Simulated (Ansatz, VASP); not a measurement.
Two plane-wave programs on InSe

```xyz
4
Lattice="5.7873 -2.0409 0.0000 5.7873 2.0409 0.0000 -1.7117 0.0000 4.7393" Properties=species:S:1:pos:R:3 pbc="T T T"
In   10.2004    0.0000    0.2220
In   -0.3375    0.0000    4.5173
Se    6.5049    0.0000    3.1704
Se    3.3580    0.0000    1.5689
```

Alike in both runs: task single point; functional LDA; k mesh 7 × 7 × 6; occupations fermi-dirac, width 0.05 eV; no spin polarisation.

|  | VASP | Ansatz |
| --- | --- | --- |
| version | VASP 6.6.1 | Ansatz 0.2.0 |
| potentials or method | VASP PAW LDA potentials, release 64 (In_d, Se) | Ansatz PAW |
| plane-wave cutoff (eV) | 520 | 420 |
| valence electrons in the cell | 38 | 58 |

Ansatz gave:

* gap on the k mesh at the Fermi level (eV): 1.03
* least direct gap on the mesh (eV): 1.13
* pressure (GPa): -1.8
* traceless stress, the component that is largest in VASP (GPa): -0.46
* rms of the force components (eV/Å): 0.026

Problem. Estimate VASP's values.

Solution. gap on the k mesh at the Fermi level (eV): 1.04; least direct gap on the mesh (eV): 1.14; pressure (GPa): -1.7; traceless stress, the component that is largest in VASP (GPa): -0.43; rms of the force components (eV/Å): 0.037.

LDA's correlation is that of Perdew and Zunger in VASP and of Perdew and Wang (1992) in Ansatz. Atom by atom the forces differ by 0.012 eV/Å (rms over components). VASP's potentials hold 38 valence electrons a cell and Ansatz's 58, so a difference there can come from the potentials and not from the codes.

Noted on Ansatz's run: odd divisions of the mesh miss points on the zone boundary, where band edges often lie, so the gap on the mesh can be too wide.
